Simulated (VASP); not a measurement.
# MoH6 (P-3m1) in VASP: further runs, part 2 of 2

VASP 6.6.1. Earlier steps stand in the parts before.

**3. Single point, PBE**

This run uses another cell than the first one, of 11.59 Å³/atom.

INCAR reads:

```
SYSTEM = MoH6
ALGO = Fast
EDIFF = 1E-6
ENCUT = 520
GGA = PE
ISIF = 2
ISMEAR = 0
LASPH = .True.
LCHARG = .False.
LREAL = .False.
LWAVE = .False.
NBANDS = 33
NELM = 60
PREC = Accurate
SIGMA = 0.1
```

KPOINTS reads:

```
k-points
0
Gamma
  12 12 2
  0 0 0
```

POSCAR reads:

```
MoH6
1.0
    2.8322510608      0.0000000000      0.0000000000
   -1.4161255304      2.4528013685      0.0000000000
    0.0000000000      0.0000000000     23.3529598240
H Mo
12 2
Direct
    0.0000000000      0.0000000000      0.9068007371
    0.0000000000      0.0000000000      0.0931992629
    0.6666666667      0.3333333333      0.6475831736
    0.6666666667      0.3333333333      0.6155798576
    0.3333333333      0.6666666667      0.7792691758
    0.3333333333      0.6666666667      0.7472606208
    0.0000000000      0.0000000000      0.4839983986
    0.0000000000      0.0000000000      0.5160016014
    0.6666666667      0.3333333333      0.2207308242
    0.6666666667      0.3333333333      0.2527393792
    0.3333333333      0.6666666667      0.3524168264
    0.3333333333      0.6666666667      0.3844201424
    0.6666666667      0.3333333333      0.9509477654
    0.3333333333      0.6666666667      0.0490522346
```

Potentials or basis: VASP PAW PBE potentials, release 64 (H, Mo_sv).

Run with:

```console
> cat potpaw_PBE.64/H/POTCAR potpaw_PBE.64/Mo_sv/POTCAR > POTCAR
> mpirun -np 1 vasp_std > vasp.out
```

OUTCAR:

```text
SYSTEM = MoH6
   EDIFF = 1E-6
   ENCUT = 520
   GGA = PE
   ISIF = 2
   ISMEAR = 0
   LASPH = .True.
   LREAL = .False.
   NELM = 60
   PREC = Accurate

 ion  position               nearest neighbor table
   1  0.000  0.000  0.907-  13 1.93  13 1.93  13 1.93
   2  0.000  0.000  0.093-  14 1.93  14 1.93  14 1.93
   3  0.667  0.333  0.648-   4 0.75
   4  0.667  0.333  0.616-   3 0.75
   5  0.333  0.667  0.779-   6 0.75
   6  0.333  0.667  0.747-   5 0.75
   7  0.000  0.000  0.484-   8 0.75
   8  0.000  0.000  0.516-   7 0.75
   9  0.667  0.333  0.221-  10 0.75
  10  0.667  0.333  0.253-   9 0.75
  11  0.333  0.667  0.352-  12 0.75
  12  0.333  0.667  0.384-  11 0.75
  13  0.667  0.333  0.951-   1 1.93   1 1.93   1 1.93  14 2.81  14 2.81  14 2.81
  14  0.333  0.667  0.049-   2 1.93   2 1.93   2 1.93  13 2.81  13 2.81  13 2.81

  LATTYP: Found a hexagonal cell.
 ALAT       =     2.8322510608
 C/A-ratio  =     8.2453706690

  Lattice vectors:

 A1 = (   2.8322510608,   0.0000000000,   0.0000000000)
 A2 = (  -1.4161255304,   2.4528013685,   0.0000000000)
 A3 = (   0.0000000000,   0.0000000000,  23.3529598240)

Analysis of symmetry for initial positions (statically):
=====================================================================
 Subroutine PRICEL returns:
 Original cell was already a primitive cell.

 Routine SETGRP: Setting up the symmetry group for a
 hexagonal supercell.

 Subroutine GETGRP returns: Found 12 space group operations
 (whereof 12 operations were pure point group operations)
 out of a pool of 24 trial point group operations.

The static configuration has the point symmetry D_3d.

Analysis of symmetry for dynamics (positions and initial velocities):
=====================================================================
 Subroutine PRICEL returns:
 Original cell was already a primitive cell.

 Routine SETGRP: Setting up the symmetry group for a
 hexagonal supercell.

 Subroutine GETGRP returns: Found 12 space group operations
 (whereof 12 operations were pure point group operations)
 out of a pool of 24 trial point group operations.

The dynamic configuration has the point symmetry D_3d.

 Subroutine INISYM returns: Found 12 space group operations
 (whereof 12 operations are pure point group operations),
 and found     1 'primitive' translations

----------------------------------------------------------------------------------------

                                     Primitive cell

  volume of cell :     162.2318

  direct lattice vectors                    reciprocal lattice vectors
     2.832251061  0.000000000  0.000000000     0.353076044  0.203848549  0.000000000
    -1.416125530  2.452801368  0.000000000     0.000000000  0.407697098  0.000000000
     0.000000000  0.000000000 23.352959824     0.000000000  0.000000000  0.042821124

  length of vectors
     2.832251061  2.832251061 23.352959824     0.407697098  0.407697098  0.042821124

  position of ions in fractional coordinates (direct lattice)
     0.000000000  0.000000000  0.906800737
     0.000000000  0.000000000  0.093199263
     0.666666667  0.333333333  0.647583174
     0.666666667  0.333333333  0.615579858
     0.333333333  0.666666667  0.779269176
[... 86 lines left out ...]
   NGX,Y,Z   is equivalent  to a cutoff of  14.09, 14.09, 12.81 a.u.
   NGXF,Y,Z  is equivalent  to a cutoff of  28.17, 28.17, 25.63 a.u.
 SYSTEM =  MoH6
   PREC   = accura    normal or accurate (medium, high low for compatibility)
   ISTART =      0    job   : 0-new  1-cont  2-samecut
   ICHARG =      2    charge: 1-file 2-atom 10-const
   ISPIN  =      1    spin polarized calculation?
   LNONCOLLINEAR =      F non collinear calculations
   LSORBIT =      F    spin-orbit coupling
   LASPH  =      T    aspherical Exc in radial PAW
   ENCUT  =  520.0 eV  38.22 Ry    6.18 a.u.   5.27  5.27 43.42*2*pi/ulx,y,z
   NELM   =     60;   NELMIN=  2; NELMDL= -5     # of ELM steps
   EDIFF  = 0.1E-05   stopping-criterion for ELM
   LREAL  =      F    real-space projection
   EDIFFG = 0.1E-04   stopping-criterion for IOM
   NSW    =      0    number of steps for IOM
   IBRION =     -1    ionic relax: 0-MD 1-quasi-New 2-CG
   NFREE  =      0    steps in history (QN), initial steepest desc. (CG)
   ISIF   =      2    stress and relaxation
   ISYM   =      2    0-nonsym 1-usesym 2-fastsym
   POTIM  = 0.5000    time-step for ionic-motion
   TEBEG  =    0.0;   TEEND  =   0.0 temperature during run
   PSTRESS=    0.0 pullay stress
   NELECT =      40.0000    total number of electrons
   NUPDOWN=      -1.0000    fix difference up-down
   EMIN   =  10.00;   EMAX   =-10.00  energy-range for DOS
   EFERMI =   0.00;   METHOD = LEGACY
   ISMEAR =     0;   SIGMA  =   0.10  broadening in eV -4-tet -1-fermi 0-gaus
   EFERMI_NEDOS =   21; number of points for ismear=-14 and -15
   IALGO  =     68    algorithm
   IMIX   =      4    mixing-type and parameters
     AMIX     =   0.40;   BMIX     =  1.00
     AMIX_MAG =   1.60;   BMIX_MAG =  1.00
  volume/ion in A,a.u.               =      11.59        78.20
  Fermi-wavevector in a.u.,A,eV,Ry     =   1.026556  1.939910 14.338064  1.053818
  Thomas-Fermi vector in A             =   2.160455
   LORBIT       =      0    0 simple, 1 ext, 2 COOP (PROOUT), +10 PAW based schemes
   GGA     = PE    functional components
   LHFCALC =     F    Hartree Fock is set to
   AEXX    =    0.0000 exact exchange contribution
   IVDW    =     0    specifies the selected vdW correction
   LEPSILON=     F    determine dielectric tensor
   LRPA    =     F    only Hartree local field effects (RPA)
 non-spin polarized calculation
 RMM-DIIS sequential band-by-band and
 Gauss-broadening in eV      SIGMA  =   0.10
  energy-cutoff  :      520.00
  volume of cell :      162.23
 maximum number of plane-waves:      4404
 NGX is ok and might be reduce to    24
   NGX = 11   NGY = 11   NGZ = 87

 number of electron      40.0000010 magnetization

 Free energy of the ion-electron system (eV)
  ---------------------------------------------------
  ext. energy  EPLUGINS =         0.00000000
  ---------------------------------------------------
  free energy    TOTEN  =       -61.39722953 eV

  energy without entropy =      -61.38548924  energy(sigma->0) =      -61.39135938

 E-fermi :  -0.4970     XC(G=0):  -7.0902

 val. band max:       -0.5240117562   @ k =   0.4167   0.0000   0.0000
 cond. band min:      -0.4677528647   @ k =   0.1667  -0.0000   0.0000
 fundamental gap:      0.0562588914
 Fermi energy:        -0.4969606553

 k-point     1 :       0.0000    0.0000    0.0000
  band No.  band energies     occupation
      1     -61.3629      2.00000
      2     -61.2457      2.00000
      3     -35.7709      2.00000
      4     -35.1098      2.00000
      5     -34.8710      2.00000
      6     -34.8710      2.00000
[... 829 lines left out ...]
     31       6.9995      0.00000
     32       7.2294      0.00000

 [... further k-points ...]

 [bands above 32 left out]

------------------------ aborting loop because EDIFF is reached ----------------------------------------

  FORCE on cell =-STRESS in cart. coord.  units (eV):
  Direction    XX          YY          ZZ          XY          YZ          ZX
  --------------------------------------------------------------------------------------
  -------------------------------------------------------------------------------------
  Total       -0.0691937     -0.0691937     -0.1955754      0.0000000     -0.0000000      0.0000000
  in kB       -0.6833471     -0.6833471     -1.9314732      0.0000000     -0.0000000      0.0000000
  external PRESSURE =      -1.0993891 kB  Pullay stress =       0.0000000 kB

 VOLUME and BASIS-vectors are now :
 -----------------------------------------------------------------------------
  energy-cutoff  :      520.00
  volume of cell :      162.23
      direct lattice vectors                 reciprocal lattice vectors
     2.832251061  0.000000000  0.000000000     0.353076044  0.203848549  0.000000000
    -1.416125530  2.452801368  0.000000000     0.000000000  0.407697098  0.000000000
     0.000000000  0.000000000 23.352959824     0.000000000  0.000000000  0.042821124

 POSITION                                       TOTAL-FORCE (eV/Angst)
 -----------------------------------------------------------------------------------
      0.00000      0.00000     21.17648        -0.000000      0.000000     -0.007413
      0.00000      0.00000      2.17648        -0.000000     -0.000000      0.007413
      1.41613      0.81760     15.12298        -0.000000     -0.000000     -0.012900
      1.41613      0.81760     14.37561        -0.000000      0.000000      0.012715
     -0.00000      1.63520     18.19824        -0.000000      0.000000     -0.011751
     -0.00000      1.63520     17.45075        -0.000000     -0.000000      0.013024
      0.00000      0.00000     11.30280        -0.000000      0.000000      0.012963
      0.00000      0.00000     12.05016        -0.000000      0.000000     -0.012963
      1.41613      0.81760      5.15472         0.000000      0.000000      0.011751
      1.41613      0.81760      5.90221        -0.000000      0.000000     -0.013024
     -0.00000      1.63520      8.22998        -0.000000      0.000000      0.012900
     -0.00000      1.63520      8.97735        -0.000000     -0.000000     -0.012715
      1.41613      0.81760     22.20744         0.000000      0.000000     -0.011118
     -0.00000      1.63520      1.14551        -0.000000      0.000000      0.011118
 -----------------------------------------------------------------------------------
    total drift:                                0.000000      0.000000     -0.000000

  FREE ENERGIE OF THE ION-ELECTRON SYSTEM (eV)
  ---------------------------------------------------
  free  energy   TOTEN  =       -61.3972295325 eV

  energy  without entropy=      -61.3854892375  energy(sigma->0) =      -61.39135938
```

Run time: 4 min. Hardware: 1 thread of Oxide Virtual Turin-like, shared host; peak memory 0.36 GiB.

Results:

* Free energy: -61.3972 eV
* Pressure: -0.1 GPa
* Largest force: 0.013 eV/Å
* Band gap on the k mesh: zero (bands 20 and 21 overlap by 0.73 eV)

Forces in eV/Å, atoms in the order of the input:
```
H    0.000  0.000 -0.007
H    0.000  0.000  0.007
H    0.000  0.000 -0.013
H    0.000  0.000  0.013
H    0.000  0.000 -0.012
H    0.000  0.000  0.013
H    0.000  0.000  0.013
H    0.000  0.000 -0.013
H    0.000  0.000  0.012
H    0.000  0.000 -0.013
H    0.000  0.000  0.013
H    0.000  0.000 -0.013
Mo   0.000  0.000 -0.011
Mo   0.000  0.000  0.011
```

Levels at points of the mesh, in eV from the Fermi level:
| k point | band 16 | band 17 | band 18 | band 19 | band 20 | band 21 | band 22 | band 23 | band 24 | band 25 |
| --- | --- | --- | --- | --- | --- | --- | --- | --- | --- | --- |
| (0.00, 0.00, 0.00) | -2.72 | -1.86 | -1.05 | -0.76 | -0.76 | -0.59 | -0.59 | 1.70 | 1.70 | 2.74 |
| (0.50, 0.00, 0.00) | -4.16 | -2.31 | -1.30 | -0.50 | -0.09 | 2.33 | 2.50 | 2.83 | 3.91 | 4.09 |
| (0.00, 0.00, 0.50) | -2.72 | -1.86 | -1.05 | -0.76 | -0.76 | -0.59 | -0.59 | 1.70 | 1.70 | 2.75 |
| (0.50, 0.00, 0.50) | -4.16 | -2.31 | -1.30 | -0.50 | -0.09 | 2.33 | 2.50 | 2.83 | 3.91 | 4.09 |

The gap in the log of VASP goes by the Fermi energy; the results here count the filled bands.